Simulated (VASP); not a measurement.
# GaSb3 (Fmmm) in VASP: single point with PBE+D3(BJ)

Aim: the single point of GaSb3 with PBE+D3(BJ).

All numbers are computed with VASP 6.6.1; they aren't measurements. Logs are shortened: lines on timing, memory, paths and dates and some standing lists are left out, and cuts for length are marked.

## Step 1: The cell of the first run

The structure is orthorhombic, space group Fmmm (No. 69). The conventional cell has a = 6.967 Å, b = 7.296 Å, c = 7.624 Å, α = 90.00°, β = 90.00°, γ = 90.00°. Within 4.2 Å of Ga (site symmetry mmm) lie 14 Sb at 3.16 to 3.81 Å. Within 4.2 Å of Sb (site symmetry 222) lie 4 Ga at 3.16 Å and 10 Sb at 3.16 to 3.81 Å. Sb (site symmetry mmm) has 8 Sb at 3.16 Å and 6 Ga at 3.48 to 3.81 Å within 4.2 Å.

## Step 2: Single point, PBE+D3(BJ) (strain +0.0450 x Voigt [1, -1, 0, 0, 0, 0])

Input file INCAR:

```
PREC = Accurate
ENCUT = 520
EDIFF = 1E-7
ISMEAR = 0
SIGMA = 0.15
LREAL = F
LASPH = T
NELM = 80
ALGO = Normal
ISIF = 2
LWAVE = F
LCHARG = F
GGA = PE
IVDW = 12
NBANDS = 22
```

Input file KPOINTS:

```
Automatic mesh
0
Gamma
  12 12 12
```

Input file POSCAR:

```
GaSb3
1.0
    0.0000000000      3.4837350460      3.6478901005
    3.8120451550      0.0000000000      3.6478901005
    3.8120451550      3.4837350460      0.0000000000
Ga Sb
1 3
Direct
    0.0000000000      0.0000000000      0.0000000000
    0.2500000000      0.2500000000      0.2500000000
    0.7500000000      0.7500000000      0.7500000000
    0.5000000000      0.5000000000      0.5000000000
```

Potentials or basis: VASP PAW PBE potentials, release 64 (Ga_d, Sb).

Command:

```
> cat potpaw_PBE.64/Ga_d/POTCAR potpaw_PBE.64/Sb/POTCAR > POTCAR
> mpirun -np 1 vasp_std > vasp.out
```

OUTCAR:

```text
PREC = Accurate
   ENCUT = 520
   EDIFF = 1E-7
   ISMEAR = 0
   LREAL = F
   LASPH = T
   NELM = 80
   ISIF = 2
   GGA = PE
   IVDW = 12
 IVDW          = 12

 ion  position               nearest neighbor table
   1  0.000  0.000  0.000-   3 3.16   2 3.16   3 3.16   2 3.16   3 3.16   2 3.16   3 3.16   2 3.16

   2  0.250  0.250  0.250-   1 3.16   1 3.16   4 3.16   4 3.16   1 3.16   4 3.16   1 3.16   4 3.16
                             3 3.48   3 3.48   3 3.65   3 3.65
   3  0.750  0.750  0.750-   4 3.16   1 3.16   4 3.16   1 3.16   4 3.16   1 3.16   4 3.16   1 3.16
                             2 3.48   2 3.48   2 3.65   2 3.65
   4  0.500  0.500  0.500-   2 3.16   2 3.16   3 3.16   3 3.16   2 3.16   3 3.16   2 3.16   3 3.16

  LATTYP: Found a face centered orthorhombic cell.
 ALAT       =     6.9674700920
 B/A-ratio  =     1.0471204188
 C/A-ratio  =     1.0942408377

  Lattice vectors:

 A1 = (  -3.8120451550,   0.0000000000,  -3.6478901005)
 A2 = (  -3.8120451550,   3.4837350460,   0.0000000000)
 A3 = (   0.0000000000,   3.4837350460,  -3.6478901005)

Analysis of symmetry for initial positions (statically):
=====================================================================
 Subroutine PRICEL returns:
 Original cell was already a primitive cell.

 Routine SETGRP: Setting up the symmetry group for a
 face centered orthorhombic supercell.

 Subroutine GETGRP returns: Found  8 space group operations
 (whereof  8 operations were pure point group operations)
 out of a pool of  8 trial point group operations.

The static configuration has the point symmetry D_2h.

Analysis of symmetry for dynamics (positions and initial velocities):
=====================================================================
 Subroutine PRICEL returns:
 Original cell was already a primitive cell.

 Routine SETGRP: Setting up the symmetry group for a
 face centered orthorhombic supercell.

 Subroutine GETGRP returns: Found  8 space group operations
 (whereof  8 operations were pure point group operations)
 out of a pool of  8 trial point group operations.

The dynamic configuration has the point symmetry D_2h.

 Subroutine INISYM returns: Found  8 space group operations
 (whereof  8 operations are pure point group operations),
 and found     1 'primitive' translations

----------------------------------------------------------------------------------------

                                     Primitive cell

  volume of cell :      96.8891

  direct lattice vectors                    reciprocal lattice vectors
     0.000000000  3.483735046  3.647890101    -0.131163189  0.143524118  0.137065533
     3.812045155  0.000000000  3.647890101     0.131163189 -0.143524118  0.137065533
     3.812045155  3.483735046  0.000000000     0.131163189  0.143524118 -0.137065533

  length of vectors
     5.044156228  5.276247762  5.164116394     0.237886349  0.237886349  0.237886349

  position of ions in fractional coordinates (direct lattice)
     0.000000000  0.000000000  0.000000000
     0.250000000  0.250000000  0.250000000
     0.750000000  0.750000000  0.750000000
     0.500000000  0.500000000  0.500000000

  ion indices of the primitive-cell ions
   primitive index   ion index
                 1           1
                 2           2
                 3           3
                 4           4

----------------------------------------------------------------------------------------

 KPOINTS: Automatic mesh

Automatic generation of k-mesh.
 Grid dimensions read from file:
 generate k-points for:   12   12   12

 Generating k-lattice:

  Cartesian coordinates                     Fractional coordinates (reciprocal lattice)
    -0.010930266  0.011960343  0.011422128     0.083333333 -0.000000000  0.000000000
     0.010930266 -0.011960343  0.011422128    -0.000000000  0.083333333 -0.000000000
     0.010930266  0.011960343 -0.011422128     0.000000000  0.000000000  0.083333333

  Length of vectors
     0.019823862  0.019823862  0.019823862

  Shift w.r.t. Gamma in fractional coordinates (k-lattice)
     0.000000000  0.000000000  0.000000000

 Subroutine IBZKPT returns following result:
 ===========================================

 Found    280 irreducible k-points:

 Following reciprocal coordinates:
            Coordinates               Weight
  0.000000  0.000000  0.000000      1.000000
  0.083333  0.000000  0.000000      8.000000
  0.166667 -0.000000 -0.000000      8.000000
  0.250000  0.000000 -0.000000      8.000000
  0.333333 -0.000000 -0.000000      8.000000
  0.416667  0.000000 -0.000000      8.000000
[... 16 lines left out ...]
  0.500000  0.166667 -0.000000      8.000000
 -0.416667  0.166667  0.000000      8.000000
 [... further k-points ...]
   k-points           NKPTS =    280   k-points in BZ     NKDIM =    280   number of bands    NBANDS=     22
   number of dos      NEDOS =    301   number of ions     NIONS =      4
   total plane-waves  NPLWV =  64000
   dimension x,y,z NGX =    40 NGY =   40 NGZ =   40
   dimension x,y,z NGXF=    80 NGYF=   80 NGZF=   80
   ions per type =               1   3
   NGX,Y,Z   is equivalent  to a cutoff of  13.18, 12.60, 12.88 a.u.
   NGXF,Y,Z  is equivalent  to a cutoff of  26.37, 25.21, 25.75 a.u.
 SYSTEM =  unknown system
   PREC   = accura    normal or accurate (medium, high low for compatibility)
   ISTART =      0    job   : 0-new  1-cont  2-samecut
   ICHARG =      2    charge: 1-file 2-atom 10-const
   ISPIN  =      1    spin polarized calculation?
   LNONCOLLINEAR =      F non collinear calculations
   LSORBIT =      F    spin-orbit coupling
   LASPH  =      T    aspherical Exc in radial PAW
   ENCUT  =  520.0 eV  38.22 Ry    6.18 a.u.   9.38  9.81  9.60*2*pi/ulx,y,z
   NELM   =     80;   NELMIN=  2; NELMDL= -5     # of ELM steps
   EDIFF  = 0.1E-06   stopping-criterion for ELM
   LREAL  =      F    real-space projection
   EDIFFG = 0.1E-05   stopping-criterion for IOM
   NSW    =      0    number of steps for IOM
   IBRION =     -1    ionic relax: 0-MD 1-quasi-New 2-CG
   NFREE  =      0    steps in history (QN), initial steepest desc. (CG)
   ISIF   =      2    stress and relaxation
   ISYM   =      2    0-nonsym 1-usesym 2-fastsym
   POTIM  = 0.5000    time-step for ionic-motion
   TEBEG  =    0.0;   TEEND  =   0.0 temperature during run
   PSTRESS=    0.0 pullay stress
   NELECT =      28.0000    total number of electrons
   NUPDOWN=      -1.0000    fix difference up-down
   EMIN   =  10.00;   EMAX   =-10.00  energy-range for DOS
   EFERMI =   0.00;   METHOD = LEGACY
   ISMEAR =     0;   SIGMA  =   0.15  broadening in eV -4-tet -1-fermi 0-gaus
   EFERMI_NEDOS =   21; number of points for ismear=-14 and -15
   IALGO  =     38    algorithm
   IMIX   =      4    mixing-type and parameters
     AMIX     =   0.40;   BMIX     =  1.00
     AMIX_MAG =   1.60;   BMIX_MAG =  1.00
  volume/ion in A,a.u.               =      24.22       163.46
  Fermi-wavevector in a.u.,A,eV,Ry     =   1.082354  2.045352 15.939083  1.171490
  Thomas-Fermi vector in A             =   2.218393
   LORBIT       =      0    0 simple, 1 ext, 2 COOP (PROOUT), +10 PAW based schemes
   GGA     = PE    functional components
   LHFCALC =     F    Hartree Fock is set to
   AEXX    =    0.0000 exact exchange contribution
   IVDW    =    12    specifies the selected vdW correction
   LEPSILON=     F    determine dielectric tensor
   LRPA    =     F    only Hartree local field effects (RPA)
 non-spin polarized calculation
 Gauss-broadening in eV      SIGMA  =   0.15
  energy-cutoff  :      520.00
  volume of cell :       96.89
 maximum number of plane-waves:      2638
 NGX is ok and might be reduce to    40
   NGX = 19   NGY = 19   NGZ = 19

 number of electron      27.9999991 magnetization

 Free energy of the ion-electron system (eV)
  ---------------------------------------------------
  ext. energy  EPLUGINS =         0.00000000
  ---------------------------------------------------
  free energy    TOTEN  =       -14.46581940 eV

  energy without entropy =      -14.44164012  energy(sigma->0) =      -14.45372976

 E-fermi :   8.3333     XC(G=0): -10.5000

 val. band max:        8.3327896095   @ k =   0.3333   0.1667   0.1667
 cond. band min:       8.3346718359   @ k =   0.3333  -0.0000   0.2500
 fundamental gap:      0.0018822264
 Fermi energy:         8.3333106655

 k-point     1 :       0.0000    0.0000    0.0000
  band No.  band energies     occupation
      1      -6.5293      2.00000
      2      -6.5261      2.00000
      3      -6.5214      2.00000
      4      -6.5165      2.00000
      5      -6.5042      2.00000
      6      -4.6590      2.00000
[... 14 lines left out ...]
     21      15.3763      0.00000
     22      15.4697      0.00000

 k-point     2 :       0.0833    0.0000    0.0000
  band No.  band energies     occupation
      1      -6.5292      2.00000
      2      -6.5261      2.00000
      3      -6.5214      2.00000
      4      -6.5167      2.00000
      5      -6.5042      2.00000
      6      -4.6016      2.00000
[... 14 lines left out ...]
     21      14.9195      0.00000
     22      15.3497      0.00000

 k-point     3 :       0.1667   -0.0000   -0.0000
  band No.  band energies     occupation
      1      -6.5294      2.00000
      2      -6.5262      2.00000
      3      -6.5215      2.00000
      4      -6.5169      2.00000
      5      -6.5043      2.00000
      6      -4.4300      2.00000
[... 14 lines left out ...]
     21      13.7650      0.00000
     22      14.9300      0.00000
[... 476 lines left out ...]
 k-point    23 :       0.5000    0.1667   -0.0000
  band No.  band energies     occupation
      1      -6.5324      2.00000
      2      -6.5259      2.00000
      3      -6.5210      2.00000
      4      -6.5178      2.00000
      5      -6.5047      2.00000
      6      -2.9540      2.00000
[... 14 lines left out ...]
     21      13.5266      0.00000
     22      15.9154      0.00000

 k-point    24 :      -0.4167    0.1667    0.0000
  band No.  band energies     occupation
      1      -6.5321      2.00000
      2      -6.5261      2.00000
      3      -6.5211      2.00000
      4      -6.5179      2.00000
      5      -6.5047      2.00000
      6      -2.8294      2.00000
[... 14 lines left out ...]
     21      13.4096      0.00000
     22      16.1435      0.00000

 [... further k-points ...]

------------------------ aborting loop because EDIFF is reached ----------------------------------------

 Edisp (eV)   -1.92161

 E8    (eV) :    -0.8870

  FORCE on cell =-STRESS in cart. coord.  units (eV):
  Direction    XX          YY          ZZ          XY          YZ          ZX
  --------------------------------------------------------------------------------------
  -------------------------------------------------------------------------------------
  Total      -0.27042     0.67976     0.58108     0.00000     0.00000     0.00000
  in kB      -4.47175    11.24066     9.60890     0.00000     0.00000     0.00000
  external pressure =        5.46 kB  Pullay stress =        0.00 kB

 VOLUME and BASIS-vectors are now :
 -----------------------------------------------------------------------------
  energy-cutoff  :      520.00
  volume of cell :       96.89
      direct lattice vectors                 reciprocal lattice vectors
     0.000000000  3.483735046  3.647890101    -0.131163189  0.143524118  0.137065533
     3.812045155  0.000000000  3.647890101     0.131163189 -0.143524118  0.137065533
     3.812045155  3.483735046  0.000000000     0.131163189  0.143524118 -0.137065533

 POSITION                                       TOTAL-FORCE (eV/Angst)
 -----------------------------------------------------------------------------------
      0.00000      0.00000      0.00000         0.000000      0.000000      0.000000
      1.90602      1.74187      1.82395        -0.000000     -0.000000      0.000000
      5.71807      5.22560      5.47184        -0.000000      0.000000     -0.000000
      3.81205      3.48374      3.64789         0.000000      0.000000      0.000000
 -----------------------------------------------------------------------------------
    total drift:                               -0.000000      0.000000      0.000000

  FREE ENERGIE OF THE ION-ELECTRON SYSTEM (eV)
  ---------------------------------------------------
  free  energy   TOTEN  =       -16.3874305302 eV

  energy  without entropy=      -16.3632512487  energy(sigma->0) =      -16.37534089
```

It took 10 min on 1 thread of Oxide Virtual Turin-like, shared host; peak memory 0.64 GiB.

What came out:

| Item | Value |
| --- | --- |
| Free energy | -16.3874 eV |
| Pressure | 0.5 GPa |
| Band gap on the k mesh | zero (band 14 reaches 10.30 eV, above the bottom of band 15 at 5.84 eV) |
| Dispersion energy per atom | -0.480 eV |

Levels at points of the mesh, in eV from the Fermi level:
| k point | band 10 | band 11 | band 12 | band 13 | band 14 | band 15 | band 16 | band 17 | band 18 | band 19 |
| --- | --- | --- | --- | --- | --- | --- | --- | --- | --- | --- |
| (0.00, 0.00, 0.00) | -2.98 | -2.88 | -2.77 | -2.59 | -2.57 | -2.49 | -1.16 | -0.83 | -0.15 | 3.09 |
| (0.50, 0.00, 0.00) | -3.94 | -3.57 | -2.99 | -2.68 | -0.24 | 0.09 | 1.81 | 2.55 | 2.68 | 3.38 |
| (0.50, 0.50, 0.00) | -5.66 | -5.50 | 0.36 | 0.69 | 1.01 | 1.21 | 1.98 | 2.24 | 2.80 | 3.87 |
| (0.50, 0.00, 0.50) | -5.74 | -5.67 | 0.47 | 0.62 | 0.64 | 1.36 | 1.49 | 2.25 | 2.84 | 4.41 |
| (0.00, 0.50, 0.50) | -5.49 | -5.41 | 0.89 | 1.06 | 1.64 | 1.69 | 1.75 | 1.77 | 2.50 | 3.60 |

Caveat: the cell differs from its parent crystal (strain +0.0450 x Voigt [1, -1, 0, 0, 0, 0]); spin-orbit coupling is left out, which moves the levels of the heavy elements; pairwise dispersion overbinds metals, which lowers pressure and volume.
